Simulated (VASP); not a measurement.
Crystal: SnSe.

```xyz
2
Lattice="0.0000 3.3908 3.3908 3.3908 0.0000 3.3908 3.3908 3.3908 0.0000" Properties=species:S:1:pos:R:3 pbc="T T T"
Sn    0.0000    0.0000    0.0000
Se    5.0863    5.0863    5.0863
```

```yaml
Program: VASP 6.6.1
Task: relaxation of cell and atoms
Functional: B3LYP
Potentials_or_basis: VASP PAW PBE potentials, release 64 (Sn_d, Se)
Cutoff: 600 eV
k_mesh: 4 × 4 × 4
Occupations: fermi-dirac, width 0.05 eV
Spin: no spin polarisation
```

At the start: pressure 1.0 GPa; volume 38.99 Å³/atom.

**Question.** How do energy, volume and symmetry change on relaxing?

**Answer.** Over 3 steps the energy falls by 3.2 meV/atom and the volume is 40.11 Å³/atom (+2.9 %); space group F-43m (No. 216, to 0.05 Å).

The path:
```csv
step,energy change (eV),largest force (eV/Å),pressure (GPa),volume (Å³)
1,0.0000,0.0000,0.95,77.97
2,-0.0063,0.0000,-0.15,80.62
3,-0.0064,0.0000,0.01,80.22
```

Final structure:
```
CELL_PARAMETERS angstrom
0.00000 3.42302 3.42302
3.42302 0.00000 3.42302
3.42302 3.42302 0.00000
ATOMIC_POSITIONS crystal
Sn 0.00000 0.00000 0.00000
Se 0.75000 0.75000 0.75000
```

Caveat: the PAW data sets were made with another functional, which shifts forces and pressure a little.
